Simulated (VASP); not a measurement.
# Os (P6_3/mmc) in VASP: further runs

Aim: see how the results for Os move with the level of theory and the settings. Levels: r2SCAN, HSE06. Tasks: single point.

Everything below comes from runs of VASP 6.6.1. Logs are shortened: lines on timing, memory, paths and dates and some standing lists are left out, and cuts for length are marked.

## Step 1: The cell of the first run

It takes space group P6_3/mmc (No. 194, hexagonal). Conventional cell: a = 2.734 Å, b = 2.734 Å, c = 4.320 Å, α = 90.00°, β = 90.00°, γ = 120.00°. Within 3.5 Å of Os (site symmetry -6m2) lie 12 Os at 2.68 to 2.73 Å.

## Step 2: Single point, r2SCAN

The input, POSCAR:

```
Os
1.0
    2.7341000000      0.0000000000      0.0000000000
   -1.3670500000      2.3678000565      0.0000000000
    0.0000000000      0.0000000000      4.3197000000
Os
2
Direct
    0.6666666667      0.3333333333      0.7500000000
    0.3333333333      0.6666666667      0.2500000000
```

The input, INCAR.step1:

```
SYSTEM = Os
ALGO = Normal
EDIFF = 1E-5
ENCUT = 660
GGA = PE
GGA_COMPAT = .False.
ISMEAR = -1
LASPH = .True.
LCHARG = .False.
LREAL = .False.
LWAVE = .True.
NBANDS = 15
NELM = 120
PREC = Accurate
SIGMA = 0.1
```

The input, INCAR.step2:

```
SYSTEM = Os
ALGO = Normal
EDIFF = 1E-6
ENCUT = 660
GGA_COMPAT = .False.
ISIF = 2
ISMEAR = -1
ISTART = 1
LASPH = .True.
LCHARG = .False.
LMIXTAU = .True.
LREAL = .False.
LWAVE = .False.
METAGGA = R2SCAN
NBANDS = 15
NELM = 120
PREC = Accurate
SIGMA = 0.1
```

The input, KPOINTS:

```
k-points
0
Gamma
  9 9 5
  0 0 0
```

Potentials or basis: VASP PAW PBE potentials, release 64 (Os).

On the command line:

```console
cat potpaw_PBE.64/Os/POTCAR > POTCAR
cp INCAR.step1 INCAR
mpirun -np 1 vasp_std > vasp.out
cp INCAR.step2 INCAR
mpirun -np 1 vasp_std > vasp.out
```

OUTCAR:

```text
SYSTEM = Os
   EDIFF = 1E-6
   ENCUT = 660
   ISIF = 2
   ISMEAR = -1
   ISTART = 1
   LASPH = .True.
   LREAL = .False.
   METAGGA = R2SCAN
   NELM = 120
   PREC = Accurate

 ion  position               nearest neighbor table
   1  0.667  0.333  0.750-   2 2.68   2 2.68   2 2.68   2 2.68   2 2.68   2 2.68
   2  0.333  0.667  0.250-   1 2.68   1 2.68   1 2.68   1 2.68   1 2.68   1 2.68

  LATTYP: Found a hexagonal cell.
 ALAT       =     2.7341000000
 C/A-ratio  =     1.5799348963

  Lattice vectors:

 A1 = (   2.7341000000,   0.0000000000,   0.0000000000)
 A2 = (  -1.3670500000,   2.3678000565,   0.0000000000)
 A3 = (   0.0000000000,   0.0000000000,   4.3197000000)

Analysis of symmetry for initial positions (statically):
=====================================================================
 Subroutine PRICEL returns:
 Original cell was already a primitive cell.

 Routine SETGRP: Setting up the symmetry group for a
 hexagonal supercell.

 Subroutine GETGRP returns: Found 24 space group operations
 (whereof 12 operations were pure point group operations)
 out of a pool of 24 trial point group operations.

The static configuration has the point symmetry D_3d.
 The point group associated with its full space group is D_6h.

Analysis of symmetry for dynamics (positions and initial velocities):
=====================================================================
 Subroutine PRICEL returns:
 Original cell was already a primitive cell.

 Routine SETGRP: Setting up the symmetry group for a
 hexagonal supercell.

 Subroutine GETGRP returns: Found 24 space group operations
 (whereof 12 operations were pure point group operations)
 out of a pool of 24 trial point group operations.

The dynamic configuration has the point symmetry D_3d.
 The point group associated with its full space group is D_6h.

 Subroutine INISYM returns: Found 24 space group operations
 (whereof 12 operations are pure point group operations),
 and found     1 'primitive' translations

----------------------------------------------------------------------------------------

                                     Primitive cell

  volume of cell :      27.9649

  direct lattice vectors                    reciprocal lattice vectors
     2.734100000  0.000000000  0.000000000     0.365751070  0.211166479  0.000000000
    -1.367050000  2.367800057  0.000000000     0.000000000  0.422332957  0.000000000
     0.000000000  0.000000000  4.319700000     0.000000000  0.000000000  0.231497558

  length of vectors
     2.734100000  2.734100000  4.319700000     0.422332957  0.422332957  0.231497558

  position of ions in fractional coordinates (direct lattice)
     0.666666667  0.333333333  0.750000000
     0.333333333  0.666666667  0.250000000

  ion indices of the primitive-cell ions
   primitive index   ion index
                 1           1
                 2           2

----------------------------------------------------------------------------------------

 KPOINTS: k-points

Automatic generation of k-mesh.
 Grid dimensions read from file:
 generate k-points for:    9    9    5

 Generating k-lattice:

  Cartesian coordinates                     Fractional coordinates (reciprocal lattice)
     0.040639008  0.023462942  0.000000000     0.111111111  0.000000000  0.000000000
     0.000000000  0.046925884  0.000000000     0.000000000  0.111111111  0.000000000
     0.000000000  0.000000000  0.046299512     0.000000000  0.000000000  0.200000000

  Length of vectors
     0.046925884  0.046925884  0.046299512

  Shift w.r.t. Gamma in fractional coordinates (k-lattice)
     0.000000000  0.000000000  0.000000000

 Subroutine IBZKPT returns following result:
 ===========================================

 Found     36 irreducible k-points:

 Following reciprocal coordinates:
            Coordinates               Weight
  0.000000  0.000000  0.000000      1.000000
  0.111111  0.000000  0.000000      6.000000
  0.222222  0.000000  0.000000      6.000000
  0.333333  0.000000  0.000000      6.000000
  0.444444  0.000000  0.000000      6.000000
  0.111111  0.111111  0.000000      6.000000
[... 16 lines left out ...]
  0.333333  0.222222  0.200000     24.000000
  0.333333  0.333333  0.200000      4.000000
 [... further k-points ...]
   k-points           NKPTS =     36   k-points in BZ     NKDIM =     36   number of bands    NBANDS=     15
   number of dos      NEDOS =    301   number of ions     NIONS =      2
   total plane-waves  NPLWV =  20736
   dimension x,y,z NGX =    24 NGY =   24 NGZ =   36
   dimension x,y,z NGXF=    48 NGYF=   48 NGZF=   72
   ions per type =               2
   NGX,Y,Z   is equivalent  to a cutoff of  14.59, 14.59, 13.85 a.u.
   NGXF,Y,Z  is equivalent  to a cutoff of  29.19, 29.19, 27.71 a.u.
 SYSTEM =  Os
   PREC   = accura    normal or accurate (medium, high low for compatibility)
   ISTART =      1    job   : 0-new  1-cont  2-samecut
   ICHARG =      0    charge: 1-file 2-atom 10-const
   ISPIN  =      1    spin polarized calculation?
   LNONCOLLINEAR =      F non collinear calculations
   LSORBIT =      F    spin-orbit coupling
   LASPH  =      T    aspherical Exc in radial PAW
   ENCUT  =  660.0 eV  48.51 Ry    6.96 a.u.   5.73  5.73  9.05*2*pi/ulx,y,z
   NELM   =    120;   NELMIN=  2; NELMDL=  0     # of ELM steps
   EDIFF  = 0.1E-05   stopping-criterion for ELM
   LREAL  =      F    real-space projection
   EDIFFG = 0.1E-04   stopping-criterion for IOM
   NSW    =      0    number of steps for IOM
   IBRION =     -1    ionic relax: 0-MD 1-quasi-New 2-CG
   NFREE  =      0    steps in history (QN), initial steepest desc. (CG)
   ISIF   =      2    stress and relaxation
   ISYM   =      2    0-nonsym 1-usesym 2-fastsym
   POTIM  = 0.5000    time-step for ionic-motion
   TEBEG  =    0.0;   TEEND  =   0.0 temperature during run
   PSTRESS=    0.0 pullay stress
   NELECT =      16.0000    total number of electrons
   NUPDOWN=      -1.0000    fix difference up-down
   EMIN   =  10.00;   EMAX   =-10.00  energy-range for DOS
   EFERMI =   0.00;   METHOD = LEGACY
   ISMEAR =    -1;   SIGMA  =   0.10  broadening in eV -4-tet -1-fermi 0-gaus
   EFERMI_NEDOS =   21; number of points for ismear=-14 and -15
   IALGO  =     38    algorithm
   IMIX   =      4    mixing-type and parameters
     AMIX     =   0.40;   BMIX     =  1.00
     AMIX_MAG =   1.60;   BMIX_MAG =  1.00
  volume/ion in A,a.u.               =      13.98        94.36
  Fermi-wavevector in a.u.,A,eV,Ry     =   1.359076  2.568282 25.131161  1.847088
  Thomas-Fermi vector in A             =   2.485855
   LORBIT       =      0    0 simple, 1 ext, 2 COOP (PROOUT), +10 PAW based schemes
   METAGGA = R2SCAN    functional components
   LHFCALC =     F    Hartree Fock is set to
   AEXX    =    0.0000 exact exchange contribution
   IVDW    =     0    specifies the selected vdW correction
   LEPSILON=     F    determine dielectric tensor
   LRPA    =     F    only Hartree local field effects (RPA)
 non-spin polarized calculation
  energy-cutoff  :      660.00
  volume of cell :       27.96
 maximum number of plane-waves:      1092
 NGX is ok and might be reduce to    24
   NGX = 11   NGY = 11   NGZ = 19

 number of electron      16.0000001 magnetization

 Free energy of the ion-electron system (eV)
  ---------------------------------------------------
  ext. energy  EPLUGINS =         0.00000000
  ---------------------------------------------------
  free energy    TOTEN  =      -106.05019743 eV

  energy without entropy =     -106.01624339  energy(sigma->0) =     -106.03322041

 E-fermi :   9.4277     XC(G=0): -15.3929

 val. band max:        9.2812985976   @ k =   0.0000   0.0000   0.0000
 cond. band min:       9.4671882082   @ k =   0.1111   0.1111   0.4000
 fundamental gap:      0.1858896107
 Fermi energy:         9.4276556032

 k-point     1 :       0.0000    0.0000    0.0000
  band No.  band energies     occupation
      1      -2.1692      2.00000
      2       1.1264      2.00000
      3       6.0908      2.00000
      4       6.0908      2.00000
      5       6.3663      2.00000
      6       6.9590      2.00000
      7       6.9590      2.00000
      8       7.6342      2.00000
      9       7.6342      2.00000
     10       9.2813      1.62416
     11      11.0268      0.00000
     12      11.0268      0.00000
     13      18.8457      0.00000
     14      24.0440      0.00000
     15      26.8487      0.00000

 k-point     2 :       0.1111    0.0000    0.0000
  band No.  band energies     occupation
      1      -1.6540      2.00000
      2       1.5710      2.00000
      3       5.3444      2.00000
      4       6.5467      2.00000
      5       6.6361      2.00000
      6       6.8454      2.00000
      7       7.0436      2.00000
      8       7.2923      2.00000
      9       7.3832      2.00000
     10       7.9837      2.00000
     11      11.2555      0.00000
     12      13.2561      0.00000
     13      18.7870      0.00000
     14      25.0500      0.00000
     15      27.4716      0.00000

 k-point     3 :       0.2222    0.0000    0.0000
  band No.  band energies     occupation
      1      -0.3013      2.00000
      2       2.3973      2.00000
      3       4.6873      2.00000
      4       4.9196      2.00000
      5       6.1372      2.00000
      6       6.5969      2.00000
      7       7.3451      2.00000
      8       7.8374      2.00000
      9       8.1414      1.99999
     10       8.5690      1.99963
     11      11.6562      0.00000
     12      16.3443      0.00000
     13      18.4799      0.00000
     14      24.9784      0.00000
     15      26.8302      0.00000
[... 343 lines left out ...]
 k-point    23 :       0.3333    0.2222    0.2000
  band No.  band energies     occupation
      1       2.3398      2.00000
      2       3.2855      2.00000
      3       3.5366      2.00000
      4       4.1865      2.00000
      5       5.4852      2.00000
      6       6.3232      2.00000
      7       7.4794      2.00000
      8      10.0832      0.00284
      9      10.5549      0.00003
     10      11.7844      0.00000
     11      14.4730      0.00000
     12      16.2535      0.00000
     13      19.1047      0.00000
     14      19.8022      0.00000
     15      22.9585      0.00000

 k-point    24 :       0.3333    0.3333    0.2000
  band No.  band energies     occupation
      1       2.8138      2.00000
      2       3.4557      2.00000
      3       3.4557      2.00000
      4       4.4624      2.00000
      5       5.6404      2.00000
      6       5.6404      2.00000
      7       7.7344      2.00000
      8      10.1435      0.00156
      9      10.9440      0.00000
     10      10.9440      0.00000
     11      15.5783      0.00000
     12      15.5783      0.00000
     13      17.9965      0.00000
     14      22.6941      0.00000
     15      22.6941      0.00000

 [... further k-points ...]

------------------------ aborting loop because EDIFF is reached ----------------------------------------

  FORCE on cell =-STRESS in cart. coord.  units (eV):
  Direction    XX          YY          ZZ          XY          YZ          ZX
  --------------------------------------------------------------------------------------
  -------------------------------------------------------------------------------------
  Total        0.3252046      0.3252046      0.3556679     -0.0000000      0.0000000      0.0000000
  in kB       18.6317736     18.6317736     20.3770952     -0.0000000      0.0000000      0.0000000
  external PRESSURE =      19.2135475 kB  Pullay stress =       0.0000000 kB

 VOLUME and BASIS-vectors are now :
 -----------------------------------------------------------------------------
  energy-cutoff  :      660.00
  volume of cell :       27.96
      direct lattice vectors                 reciprocal lattice vectors
     2.734100000  0.000000000  0.000000000     0.365751070  0.211166479  0.000000000
    -1.367050000  2.367800057  0.000000000     0.000000000  0.422332957  0.000000000
     0.000000000  0.000000000  4.319700000     0.000000000  0.000000000  0.231497558

 POSITION                                       TOTAL-FORCE (eV/Angst)
 -----------------------------------------------------------------------------------
      1.36705      0.78927      3.23977        -0.000000      0.000000      0.000000
     -0.00000      1.57853      1.07993         0.000000     -0.000000      0.000000
 -----------------------------------------------------------------------------------
    total drift:                               -0.000000      0.000000     -0.000000

  FREE ENERGIE OF THE ION-ELECTRON SYSTEM (eV)
  ---------------------------------------------------
  free  energy   TOTEN  =      -106.0501974327 eV

  energy  without entropy=     -106.0162433904  energy(sigma->0) =     -106.03322041
```

Wall time 2 min (1 thread of Intel Xeon 8259CL, shared host); peak memory 0.17 GiB.

Results:

| Item | Value |
| --- | --- |
| Free energy | -106.0502 eV |
| Pressure | 1.9 GPa |
| Band gap on the k mesh | zero (bands 8 and 9 overlap by 3.99 eV) |

Levels at points of the mesh, in eV from the Fermi level:
```csv
k point,band 5,band 6,band 7,band 8,band 9,band 10,band 11,band 12
"(0.00, 0.00, 0.00)",-3.06,-2.47,-2.47,-1.79,-1.79,-0.15,1.60,1.60
```

Caveat: the PAW data sets were made with another functional, which shifts forces and pressure a little; spin-orbit coupling is left out, which moves the levels of the heavy elements.

## Step 3: Single point, HSE06

This run uses another cell than the first one, of 14.54 Å³/atom.

The input, POSCAR:

```
Os
1.0
    2.7700791260      0.0000000000      0.0000000000
   -1.3850395630      2.3989588936      0.0000000000
    0.0000000000      0.0000000000      4.3765446767
Os
2
Direct
    0.6666666667      0.3333333333      0.7500000000
    0.3333333333      0.6666666667      0.2500000000
```

The input, INCAR.step1:

```
SYSTEM = Os
PREC     = Accurate       ! precision mode
ENCUT    = 420            ! plane-wave cutoff, eV
EDIFF    = 1E-5           ! SCF threshold, eV
ISMEAR   = -1             ! smearing method
SIGMA    = 0.05           ! smearing width, eV
LREAL    = .FALSE.        ! projectors in reciprocal space
LASPH    = .TRUE.         ! aspherical terms in the spheres
NELM     = 120            ! most SCF steps
ALGO     = Normal         ! electronic algorithm
ISIF     = 2              ! what is computed and relaxed
LWAVE    = .TRUE.         ! write WAVECAR
LCHARG   = .FALSE.        ! write CHGCAR
GGA      = PE             ! functional
NBANDS   = 23             ! bands
GGA_COMPAT= .FALSE.
```

The input, INCAR.step2:

```
SYSTEM = Os
PREC     = Accurate       ! precision mode
ENCUT    = 420            ! plane-wave cutoff, eV
EDIFF    = 1E-6           ! SCF threshold, eV
ISMEAR   = -1             ! smearing method
SIGMA    = 0.05           ! smearing width, eV
LREAL    = .FALSE.        ! projectors in reciprocal space
LASPH    = .TRUE.         ! aspherical terms in the spheres
NELM     = 120            ! most SCF steps
ALGO     = Normal         ! electronic algorithm
ISIF     = 2              ! what is computed and relaxed
LWAVE    = .FALSE.        ! write WAVECAR
LCHARG   = .FALSE.        ! write CHGCAR
GGA      = PE             ! functional
LHFCALC  = .TRUE.         ! exact exchange
HFSCREEN = 0.2079         ! screening, 1/A
PRECFOCK = Normal       
ISTART   = 1            
NBANDS   = 23             ! bands
GGA_COMPAT= .FALSE.
```

The input, KPOINTS:

```
Automatic mesh
0
G
  6 6 3
  0 0 0
```

Potentials or basis: VASP PAW PBE potentials, release 64 (Os_sv_GW).

On the command line:

```console
cat potpaw_PBE.64/Os_sv_GW/POTCAR > POTCAR
cp INCAR.step1 INCAR
mpirun -np 1 vasp_std > vasp.out
cp INCAR.step2 INCAR
mpirun -np 1 vasp_std > vasp.out
```

OUTCAR:

```text
SYSTEM = Os
   PREC = Accurate
   ENCUT = 420
   EDIFF = 1E-6
   ISMEAR = -1
   LREAL = .FALSE.
   LASPH = .TRUE.
   NELM = 120
   ISIF = 2
   GGA = PE
   LHFCALC = .TRUE.
   HFSCREEN = 0.2079
   PRECFOCK = Normal
   ISTART = 1

 ion  position               nearest neighbor table
   1  0.667  0.333  0.750-   2 2.71   2 2.71   2 2.71   2 2.71   2 2.71   2 2.71
   2  0.333  0.667  0.250-   1 2.71   1 2.71   1 2.71   1 2.71   1 2.71   1 2.71

  LATTYP: Found a hexagonal cell.
[... 552 lines left out ...]

------------------------ aborting loop because EDIFF is reached ----------------------------------------

  FORCE on cell =-STRESS in cart. coord.  units (eV):
  Direction    XX          YY          ZZ          XY          YZ          ZX
  --------------------------------------------------------------------------------------
  -------------------------------------------------------------------------------------
  Total       -3.6360623     -3.6360623     -4.6466917     -0.0000000     -0.0000000      0.0000000
  in kB     -200.3067326   -200.3067326   -255.9812133     -0.0000000     -0.0000000      0.0000000
  external PRESSURE =    -218.8648928 kB  Pullay stress =       0.0000000 kB

 VOLUME and BASIS-vectors are now :
 -----------------------------------------------------------------------------
  energy-cutoff  :      420.00
  volume of cell :       29.08
      direct lattice vectors                 reciprocal lattice vectors
     2.770079126  0.000000000  0.000000000     0.361000518  0.208423746  0.000000000
    -1.385039563  2.398958894  0.000000000     0.000000000  0.416847493  0.000000000
     0.000000000  0.000000000  4.376544677     0.000000000  0.000000000  0.228490756

 POSITION                                       TOTAL-FORCE (eV/Angst)
 -----------------------------------------------------------------------------------
      1.38504      0.79965      3.28241         0.000000      0.000000      0.000000
     -0.00000      1.59931      1.09414        -0.000000      0.000000     -0.000000
 -----------------------------------------------------------------------------------
    total drift:                                0.000000      0.000000      0.000000

  FREE ENERGIE OF THE ION-ELECTRON SYSTEM (eV)
  ---------------------------------------------------
  free  energy   TOTEN  =       -26.4155588683 eV

  energy  without entropy=      -26.4063345232  energy(sigma->0) =      -26.41094670
```

OUTCAR.step1:

```text
SYSTEM = Os
   PREC = Accurate
   ENCUT = 420
   EDIFF = 1E-5
   ISMEAR = -1
   LREAL = .FALSE.
[... 576 lines left out ...]
      1.38504      0.79965      3.28241        -0.000000      0.000000      0.000000
     -0.00000      1.59931      1.09414         0.000000     -0.000000      0.000000
 -----------------------------------------------------------------------------------
    total drift:                                0.000000     -0.000000      0.000000

  FREE ENERGIE OF THE ION-ELECTRON SYSTEM (eV)
  ---------------------------------------------------
  free  energy   TOTEN  =       -24.5752248656 eV

  energy  without entropy=      -24.5623453194  energy(sigma->0) =      -24.56878509
```

It took 11 min on 1 thread of Intel Xeon 6975P-C (Granite Rapids), shared host; peak memory 0.25 GiB.

Results:

* Free energy: -26.4156 eV
* Pressure: -21.9 GPa
* Band gap on the k mesh: zero (bands 16 and 17 overlap by 4.24 eV)

Caveat: the k points lie up to 0.48 Å⁻¹ apart, too coarse for converged energies and pressures of a metal; the PAW data sets were made with another functional, which shifts forces and pressure a little; spin-orbit coupling is left out, which moves the levels of the heavy elements.

The gap in the log of VASP goes by the Fermi energy; the results here count the filled bands.